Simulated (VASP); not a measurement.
TiN, 2 atoms in the cell. Symmetry: Fm-3m, No. 225, cubic system. Conventional cell: a = 4.274 Å, b = 4.274 Å, c = 4.274 Å, α = 90.00°, β = 90.00°, γ = 90.00°. Ti (site symmetry m-3m) has 6 N at 2.14 Å within 2.8 Å. Within 2.8 Å of N (site symmetry m-3m) lie 6 Ti at 2.14 Å. 

- Program: VASP 6.6.1
- Task: single point
- Functional: r2SCAN
- Potentials or basis: VASP PAW PBE potentials, release 64 (Ti_sv, N_h)
- Cutoff: 1460 eV
- k mesh: 18 × 18 × 18
- Occupations: gaussian, width 0.1 eV
- Spin: no spin polarisation
- Dipole correction: no
- Further INCAR settings: ALGO = Normal; EDIFF = 1e-06; NBANDS = 16

Potentials or basis: VASP PAW PBE potentials, release 64 (Ti_sv, N_h).

Launch:

```bash
$ cat potpaw_PBE.64/Ti_sv/POTCAR potpaw_PBE.64/N_h/POTCAR > POTCAR
$ cp INCAR.step1 INCAR
$ mpirun -np 1 vasp_std > vasp.out
$ cp INCAR.step2 INCAR
$ mpirun -np 1 vasp_std > vasp.out
```

Hardware: 1 thread of Intel(R) Xeon(R) Platinum 8488C (Sapphire Rapids) (shared host).

Q: How long does it take, and how much memory?

A: Run time: 14 min on 1 thread of Intel(R) Xeon(R) Platinum 8488C (Sapphire Rapids), on a shared host, peak memory 0.48 GiB. Counts: k points 195.
